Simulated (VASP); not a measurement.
# VN2 (I4/mcm) in VASP: a series of runs

Runs on VN2. Level: PBEsol. Tasks: single point, relaxation of shape and atoms at fixed volume.

Everything below comes from runs of VASP 6.6.1. Logs are shortened: lines on timing, memory, paths and dates and some standing lists are left out, and cuts for length are marked.

## (1) The cell of the first run

Symmetry: I4/mcm, No. 140, tetragonal system. Conventional cell: a = 4.385 Å, b = 4.385 Å, c = 5.099 Å, α = 90.00°, β = 90.00°, γ = 90.00°. V (site symmetry 422) has 16 N at 2.18 to 3.01 Å and 6 V at 2.55 to 3.10 Å within 3.2 Å. Within 1.8 Å of N (site symmetry m2m) lie 1 N at 1.38 Å.

## (2) Single point, PBEsol (8.17 Å³/atom)

INCAR reads:

```
PREC     = Accurate       # precision mode
ENCUT    = 520            # plane-wave cutoff, eV
EDIFF    = 1E-6           # SCF threshold, eV
ISMEAR   = 0              # smearing method
SIGMA    = 0.1            # smearing width, eV
LREAL    = False          # projectors in reciprocal space
LASPH    = True           # aspherical terms in the spheres
NELM     = 80             # most SCF steps
ALGO     = Normal         # electronic algorithm
ISIF     = 2              # what is computed and relaxed
LWAVE    = False          # write WAVECAR
LCHARG   = False          # write CHGCAR
GGA      = PS             # functional
NBANDS   = 32             # bands
```

KPOINTS reads:

```
regular mesh
0
Gamma
  12 12 12
```

POSCAR reads:

```
VN2
1.0
   -2.1925263848      2.1925263848      2.5497351119
    2.1925263848     -2.1925263848      2.5497351119
    2.1925263848      2.1925263848     -2.5497351119
V N
2 4
Direct
    0.2500000000      0.2500000000      0.0000000000
    0.7500000000      0.7500000000      0.0000000000
    0.1115473431      0.6115473431      0.7230946861
    0.6115473431      0.8884526569      0.5000000000
    0.8884526569      0.3884526569      0.2769053139
    0.3884526569      0.1115473431      0.5000000000
```

Potentials or basis: VASP PAW PBE potentials, release 64 (V_sv, N).

Run with:

```
$ cat potpaw_PBE.64/V_sv/POTCAR potpaw_PBE.64/N/POTCAR > POTCAR
$ mpirun -np 1 vasp_std > vasp.out
```

OUTCAR:

```text
PREC = Accurate
   ENCUT = 520
   EDIFF = 1E-6
   ISMEAR = 0
   LREAL = False
   LASPH = True
   NELM = 80
   ISIF = 2
   GGA = PS

 ion  position               nearest neighbor table
   1  0.250  0.250  0.000-   5 2.18   3 2.18   6 2.18   6 2.18   4 2.18   4 2.18   3 2.18   5 2.18
                             2 2.55   2 2.55
   2  0.750  0.750  0.000-   5 2.18   3 2.18   4 2.18   4 2.18   6 2.18   6 2.18   5 2.18   3 2.18
                             1 2.55   1 2.55
   3  0.112  0.612  0.723-   5 1.38   1 2.18   2 2.18   2 2.18   1 2.18
   4  0.612  0.888  0.500-   6 1.38   2 2.18   1 2.18   2 2.18   1 2.18
   5  0.888  0.388  0.277-   3 1.38   2 2.18   1 2.18   2 2.18   1 2.18
   6  0.388  0.112  0.500-   4 1.38   1 2.18   2 2.18   1 2.18   2 2.18

  LATTYP: Found a body centered tetragonal cell.
 ALAT       =     4.3850527696
 C/A-ratio  =     1.1629210620

  Lattice vectors:

 A1 = (  -2.1925263848,   2.1925263848,   2.5497351119)
 A2 = (   2.1925263848,  -2.1925263848,   2.5497351119)
 A3 = (   2.1925263848,   2.1925263848,  -2.5497351119)

Analysis of symmetry for initial positions (statically):
=====================================================================
 Subroutine PRICEL returns:
 Original cell was already a primitive cell.

 Routine SETGRP: Setting up the symmetry group for a
 body centered tetragonal supercell.

 Subroutine GETGRP returns: Found 16 space group operations
 (whereof  8 operations were pure point group operations)
 out of a pool of 16 trial point group operations.

The static configuration has the point symmetry C_4h.
 The point group associated with its full space group is D_4h.

Analysis of symmetry for dynamics (positions and initial velocities):
=====================================================================
 Subroutine PRICEL returns:
 Original cell was already a primitive cell.

 Routine SETGRP: Setting up the symmetry group for a
 body centered tetragonal supercell.

 Subroutine GETGRP returns: Found 16 space group operations
 (whereof  8 operations were pure point group operations)
 out of a pool of 16 trial point group operations.

The dynamic configuration has the point symmetry C_4h.
 The point group associated with its full space group is D_4h.

 Subroutine INISYM returns: Found 16 space group operations
 (whereof  8 operations are pure point group operations),
 and found     1 'primitive' translations

----------------------------------------------------------------------------------------

                                     Primitive cell

  volume of cell :      49.0281

  direct lattice vectors                    reciprocal lattice vectors
    -2.192526385  2.192526385  2.549735112     0.000000000  0.228047427  0.196098802
     2.192526385 -2.192526385  2.549735112     0.228047427  0.000000000  0.196098802
     2.192526385  2.192526385 -2.549735112     0.228047427  0.228047427  0.000000000

  length of vectors
     4.014410671  4.014410671  4.014410671     0.300766303  0.300766303  0.322507764

  position of ions in fractional coordinates (direct lattice)
     0.250000000  0.250000000  0.000000000
     0.750000000  0.750000000  0.000000000
     0.111547343  0.611547343  0.723094686
     0.611547343  0.888452657  0.500000000
     0.888452657  0.388452657  0.276905314
     0.388452657  0.111547343  0.500000000

  ion indices of the primitive-cell ions
   primitive index   ion index
                 1           1
                 2           2
                 3           3
                 4           4
                 5           5
                 6           6

----------------------------------------------------------------------------------------

 KPOINTS: regular mesh

Automatic generation of k-mesh.
 Grid dimensions read from file:
 generate k-points for:   12   12   12

 Generating k-lattice:

  Cartesian coordinates                     Fractional coordinates (reciprocal lattice)
     0.000000000  0.019003952  0.016341567     0.083333333  0.000000000 -0.000000000
     0.019003952  0.000000000  0.016341567     0.000000000  0.083333333 -0.000000000
     0.019003952  0.019003952  0.000000000     0.000000000  0.000000000  0.083333333

  Length of vectors
     0.025063859  0.025063859  0.026875647

  Shift w.r.t. Gamma in fractional coordinates (k-lattice)
     0.000000000  0.000000000  0.000000000

 Subroutine IBZKPT returns following result:
 ===========================================

 Found    163 irreducible k-points:

 Following reciprocal coordinates:
            Coordinates               Weight
  0.000000  0.000000  0.000000      1.000000
  0.083333  0.000000  0.000000      8.000000
  0.166667  0.000000  0.000000      8.000000
  0.250000 -0.000000  0.000000      8.000000
  0.333333 -0.000000  0.000000      8.000000
  0.416667  0.000000 -0.000000      8.000000
[... 16 lines left out ...]
  0.500000  0.166667  0.000000     16.000000
 -0.416667  0.166667  0.000000     16.000000
 [... further k-points ...]
   k-points           NKPTS =    163   k-points in BZ     NKDIM =    163   number of bands    NBANDS=     32
   number of dos      NEDOS =    301   number of ions     NIONS =      6
   total plane-waves  NPLWV =  27000
   dimension x,y,z NGX =    30 NGY =   30 NGZ =   30
   dimension x,y,z NGXF=    60 NGYF=   60 NGZF=   60
   ions per type =               2   4
   NGX,Y,Z   is equivalent  to a cutoff of  12.42, 12.42, 12.42 a.u.
   NGXF,Y,Z  is equivalent  to a cutoff of  24.85, 24.85, 24.85 a.u.
 SYSTEM =  unknown system
   PREC   = accura    normal or accurate (medium, high low for compatibility)
   ISTART =      0    job   : 0-new  1-cont  2-samecut
   ICHARG =      2    charge: 1-file 2-atom 10-const
   ISPIN  =      1    spin polarized calculation?
   LNONCOLLINEAR =      F non collinear calculations
   LSORBIT =      F    spin-orbit coupling
   LASPH  =      T    aspherical Exc in radial PAW
   ENCUT  =  520.0 eV  38.22 Ry    6.18 a.u.   7.46  7.46  7.46*2*pi/ulx,y,z
   NELM   =     80;   NELMIN=  2; NELMDL= -5     # of ELM steps
   EDIFF  = 0.1E-05   stopping-criterion for ELM
   LREAL  =      F    real-space projection
[... 7 lines left out ...]
   TEBEG  =    0.0;   TEEND  =   0.0 temperature during run
   PSTRESS=    0.0 pullay stress
   NELECT =      46.0000    total number of electrons
   NUPDOWN=      -1.0000    fix difference up-down
   EMIN   =  10.00;   EMAX   =-10.00  energy-range for DOS
   EFERMI =   0.00;   METHOD = LEGACY
   ISMEAR =     0;   SIGMA  =   0.10  broadening in eV -4-tet -1-fermi 0-gaus
   EFERMI_NEDOS =   21; number of points for ismear=-14 and -15
   IALGO  =     38    algorithm
   IMIX   =      4    mixing-type and parameters
     AMIX     =   0.40;   BMIX     =  1.00
     AMIX_MAG =   1.60;   BMIX_MAG =  1.00
  volume/ion in A,a.u.               =       8.17        55.14
  Fermi-wavevector in a.u.,A,eV,Ry     =   1.602677  3.028619 34.947543  2.568572
  Thomas-Fermi vector in A             =   2.699460
   LORBIT       =      0    0 simple, 1 ext, 2 COOP (PROOUT), +10 PAW based schemes
   GGA     = PS    functional components
   LHFCALC =     F    Hartree Fock is set to
   AEXX    =    0.0000 exact exchange contribution
   IVDW    =     0    specifies the selected vdW correction
   LEPSILON=     F    determine dielectric tensor
   LRPA    =     F    only Hartree local field effects (RPA)
 non-spin polarized calculation
 Gauss-broadening in eV      SIGMA  =   0.10
  energy-cutoff  :      520.00
  volume of cell :       49.03
 maximum number of plane-waves:      1347
 NGX is ok and might be reduce to    30
   NGX = 15   NGY = 15   NGZ = 15

 number of electron      46.0000006 magnetization

 Free energy of the ion-electron system (eV)
  ---------------------------------------------------
  ext. energy  EPLUGINS =         0.00000000
  ---------------------------------------------------
  free energy    TOTEN  =       -56.61289331 eV

  energy without entropy =      -56.59833458  energy(sigma->0) =      -56.60561395

 E-fermi :  10.4024     XC(G=0): -13.5169

 val. band max:       10.4019837657   @ k =   0.5000   0.5000   0.4167
 cond. band min:      10.4071966830   @ k =  -0.1667   0.5000   0.1667
 fundamental gap:      0.0052129173
 Fermi energy:        10.4023655568

 k-point     1 :       0.0000    0.0000    0.0000
  band No.  band energies     occupation
      1     -54.9096      2.00000
      2     -54.7835      2.00000
      3     -29.0322      2.00000
      4     -28.8651      2.00000
      5     -28.8651      2.00000
      6     -28.8545      2.00000
[... 24 lines left out ...]
     31      12.4086      0.00000
     32      14.6556      0.00000

 k-point     2 :       0.0833    0.0000    0.0000
  band No.  band energies     occupation
      1     -54.9074      2.00000
      2     -54.7856      2.00000
      3     -29.0212      2.00000
      4     -28.8655      2.00000
      5     -28.8653      2.00000
      6     -28.8555      2.00000
[... 24 lines left out ...]
     31      12.5260      0.00000
     32      14.5488      0.00000

 k-point     3 :       0.1667    0.0000    0.0000
  band No.  band energies     occupation
      1     -54.9010      2.00000
      2     -54.7918      2.00000
      3     -28.9887      2.00000
      4     -28.8667      2.00000
      5     -28.8659      2.00000
      6     -28.8583      2.00000
[... 24 lines left out ...]
     31      12.8089      0.00000
     32      14.2464      0.00000

 k-point     4 :       0.2500   -0.0000    0.0000
  band No.  band energies     occupation
      1     -54.8909      2.00000
      2     -54.8017      2.00000
      3     -28.9366      2.00000
      4     -28.8680      2.00000
      5     -28.8666      2.00000
      6     -28.8621      2.00000
[... 24 lines left out ...]
     31      12.9915      0.00000
     32      13.8172      0.00000

 k-point     5 :       0.3333   -0.0000    0.0000
  band No.  band energies     occupation
      1     -54.8777      2.00000
      2     -54.8147      2.00000
      3     -28.8754      2.00000
      4     -28.8670      2.00000
      5     -28.8659      2.00000
      6     -28.8628      2.00000
[... 584 lines left out ...]
     31      13.0182      0.00000
     32      13.7102      0.00000

 k-point    22 :       0.4167    0.1667   -0.0000
  band No.  band energies     occupation
      1     -54.8571      2.00000
      2     -54.8349      2.00000
      3     -28.9322      2.00000
      4     -28.8776      2.00000
      5     -28.8585      2.00000
      6     -28.8088      2.00000
[... 24 lines left out ...]
     31      12.9844      0.00000
     32      13.8230      0.00000

 k-point    23 :       0.5000    0.1667    0.0000
  band No.  band energies     occupation
      1     -54.8721      2.00000
      2     -54.8198      2.00000
      3     -28.9344      2.00000
      4     -28.8837      2.00000
      5     -28.8728      2.00000
      6     -28.8557      2.00000
[... 24 lines left out ...]
     31      13.0766      0.00000
     32      13.8690      0.00000

 k-point    24 :      -0.4167    0.1667    0.0000
  band No.  band energies     occupation
      1     -54.8854      2.00000
      2     -54.8066      2.00000
      3     -28.9488      2.00000
      4     -28.9309      2.00000
      5     -28.8755      2.00000
      6     -28.8531      2.00000
[... 24 lines left out ...]
     31      13.2099      0.00000
     32      13.8215      0.00000

 [... further k-points ...]
[... 5 lines left out ...]
  --------------------------------------------------------------------------------------
  -------------------------------------------------------------------------------------
  Total       -7.7352792     -7.7352792     -7.8487771      0.0000000     -0.0000000      0.0000000
  in kB     -252.7795088   -252.7795088   -256.4884806      0.0000000     -0.0000000      0.0000000
  external PRESSURE =    -254.0158327 kB  Pullay stress =       0.0000000 kB

 VOLUME and BASIS-vectors are now :
 -----------------------------------------------------------------------------
  energy-cutoff  :      520.00
  volume of cell :       49.03
      direct lattice vectors                 reciprocal lattice vectors
    -2.192526385  2.192526385  2.549735112     0.000000000  0.228047427  0.196098802
     2.192526385 -2.192526385  2.549735112     0.228047427  0.000000000  0.196098802
     2.192526385  2.192526385 -2.549735112     0.228047427  0.228047427  0.000000000

 POSITION                                       TOTAL-FORCE (eV/Angst)
 -----------------------------------------------------------------------------------
      0.00000      0.00000      1.27487         0.000000     -0.000000     -0.000000
      0.00000      0.00000      3.82460         0.000000     -0.000000     -0.000000
      2.68167      0.48914      0.00000         0.063885      0.063885     -0.000000
      1.70339      0.48914      2.54974        -0.063885      0.063885     -0.000000
     -0.48914      1.70339      2.54974        -0.063885     -0.063885      0.000000
      0.48914      1.70339      0.00000         0.063885     -0.063885      0.000000
 -----------------------------------------------------------------------------------
    total drift:                                0.000000     -0.000000      0.000000

  FREE ENERGIE OF THE ION-ELECTRON SYSTEM (eV)
  ---------------------------------------------------
  free  energy   TOTEN  =       -56.6128933124 eV

  energy  without entropy=      -56.5983345808  energy(sigma->0) =      -56.60561395
```

Run time: 1.9 min. Hardware: 1 thread of Intel Xeon 6975P-C (Granite Rapids), shared host; peak memory 0.31 GiB.

Results:

```yaml
Free_energy: -56.6129 eV
Pressure: -25.4 GPa
Largest_force: 0.090 eV/Å
Band_gap_on_the_k_mesh: zero (bands 23 and 24 overlap by 0.28 eV)
```

Forces in eV/Å, atoms in the order of the input:
```
V    0.000  0.000  0.000
V    0.000  0.000  0.000
N    0.064  0.064  0.000
N   -0.064  0.064  0.000
N   -0.064 -0.064  0.000
N    0.064 -0.064  0.000
```

Caveat: the cell stands under tension; the PAW data sets were made with another functional, which shifts forces and pressure a little; the run has no spin polarisation, though such a crystal can be magnetic. With open d or f shells a metallic result of PBEsol can be an artefact of self-interaction; +U or a hybrid may open a gap.

(Continued in part 2 of 2.)
